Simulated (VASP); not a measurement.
Write the native input for VASP 6.6.1 that does the following.

```
Task                   : single point
Functional             : PBEsol
Potentials or basis    : VASP PAW PBE potentials, release 64 (Tl_d)
Cutoff                 : 520 eV
k mesh                 : 16 × 16 × 16
Occupations            : gaussian, width 0.1 eV
Spin                   : no spin polarisation
Dipole correction      : no
Further INCAR settings : ALGO = Fast; EDIFF = 1e-06; NBANDS = 12
```

The structure of Tl lies in POSCAR:

```
Tl
1.0
   -1.9822462500      1.9822462500      1.9822462500
    1.9822462500     -1.9822462500      1.9822462500
    1.9822462500      1.9822462500     -1.9822462500
Tl
1
Direct
    0.0000000000      0.0000000000      0.0000000000
```

This cell differs from its parent crystal: strained.

One way to write it, as run:

INCAR

```
  ALGO = Fast
  EDIFF = 1E-6
  ENCUT = 520
  GGA = PS
  ISIF = 2
  ISMEAR = 0
  LASPH = T
  LCHARG = T
  LELF = T
  LREAL = F
  LVHAR = T
  LWAVE = F
  NBANDS = 12
  NELM = 100
  PREC = Accurate
  SIGMA = 0.1
```

KPOINTS

```
k-points
0
Gamma
  16 16 16
```

Potentials or basis: VASP PAW PBE potentials, release 64 (Tl_d).

Launch:

```sh
$ cat potpaw_PBE.64/Tl_d/POTCAR > POTCAR
$ mpirun -np 1 vasp_std > vasp.out
```

It gave:

The pressure is -2.6 GPa.

Caveat: the cell differs from its parent crystal (strained); the PAW data sets were made with another functional, which shifts forces and pressure a little.

It took 42 s on 1 thread of Intel(R) Xeon(R) Platinum 8259CL CPU @ 2.50GHz (Skylake/Cascade Lake), on a shared host, peak memory 0.19 GiB.
